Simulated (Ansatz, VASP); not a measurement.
RbBr in VASP and in Ansatz

File INCAR:

```
SYSTEM = RbBr
  PREC = Accurate
  ENCUT = 520
  EDIFF = 1E-6
  ISMEAR = 0
  SIGMA = 0.05
  LREAL = .False.
  LASPH = .True.
  NELM = 60
  ALGO = Normal
  ISIF = 2
  LWAVE = .False.
  LCHARG = .False.
  GGA = PS
  NBANDS = 15
```

The input KPOINTS:

```
Automatic mesh
0
Gamma
  6 6 6
  0 0 0
```

POSCAR

```
RbBr
1.0
    0.0000000000      3.7234534543      2.9042936943
    3.7234534543      0.0000000000      2.9042936943
    3.7234534543      3.7234534543      0.0000000000
Rb Br
1 1
Direct
    0.0000000000      0.0000000000      0.0000000000
    0.5000000000      0.5000000000      0.5000000000
```

Input for Ansatz:

```yaml
crystal:
  lattice:
    - [0.0, 3.7234534543, 2.9042936943]
    - [3.7234534543, 0.0, 2.9042936943]
    - [3.7234534543, 3.7234534543, 0.0]
  atoms:
    - { symbol: Rb, position: [0.0, 0.0, 0.0] }
    - { symbol: Br, position: [0.5, 0.5, 0.5] }
basis:
  ecutwfc: 420
kpoints:
  mp_grid: { grid: [6, 6, 6] }
hamiltonian:
  xc: pbesol
scf:
  occupations: { method: gaussian, width: 0.05 }
output:
  forces: true
  stress: true
  eigenvalues: true
```

Alike in both runs: task single point; functional PBEsol; k mesh 6 × 6 × 6; occupations gaussian, width 0.05 eV; no spin polarisation.

|  | VASP | Ansatz |
| --- | --- | --- |
| version | VASP 6.6.1 | Ansatz 0.2.0 |
| potentials or method | VASP PAW PBE potentials, release 64 (Rb_sv, Br), cutoff 520 eV | scalar-relativistic, plane waves, PAW |
| valence electrons in the cell | 16 | 16 |

```csv
,VASP,Ansatz,Ansatz less VASP
gap on the k mesh at the Fermi level (eV),3.49,3.50,+0.010
least direct gap on the mesh (eV),3.49,3.50,+0.010
pressure (GPa),3.7,3.6,-0.08
"traceless stress, the component that is largest in VASP (GPa)",9.83,9.69,-0.142
```

VASP's potentials were made for PBE, not for PBEsol.
